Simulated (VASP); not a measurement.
**AgBr: single point with PBE**

The system is AgBr.

```
CELL_PARAMETERS angstrom
0.00000 2.92002 2.92002
2.92002 0.00000 2.92002
2.92002 2.92002 0.00000
ATOMIC_POSITIONS crystal
Ag 0.00000 0.00000 0.00000
Br 0.50000 0.50000 0.50000
```

```yaml
Program: VASP 6.6.1
Task: single point
Functional: PBE
Potentials_or_basis: VASP PAW PBE potentials, release 64 (Ag, Br)
Cutoff: 500 eV
k_mesh: 6 × 6 × 6
Occupations: gaussian, width 0.01 eV
Spin: no spin polarisation
Dipole_correction: no
Further_INCAR_settings: ALGO = Normal; EDIFF = 1e-06; NBANDS = 16
```

The pressure is 0.0 GPa and the band gap on the k mesh is 0.69 eV (least direct gap 2.44 eV).

Levels at points of the mesh, in eV from the valence-band top:
```
           k point  band 5  band 6  band 7  band 8  band 9  band 10  band 11  band 12  band 13  band 14
(0.00, 0.00, 0.00)   -2.59   -2.59   -1.75   -1.75   -1.75     0.69     9.93     9.93     9.93    11.25
(0.50, 0.00, 0.00)   -2.32   -2.32   -2.00    0.00    0.00     3.88     6.29     6.86     6.86    12.13
(0.50, 0.50, 0.00)   -2.58   -2.45   -2.23   -2.23   -2.16     1.71     7.15     8.86    10.80    10.80
```

Wall time 8.3 s on 1 thread of Intel(R) Xeon(R) 6975P-C (Granite Rapids) (shared host), peak memory 0.16 GiB.

A k mesh can miss the band edges.
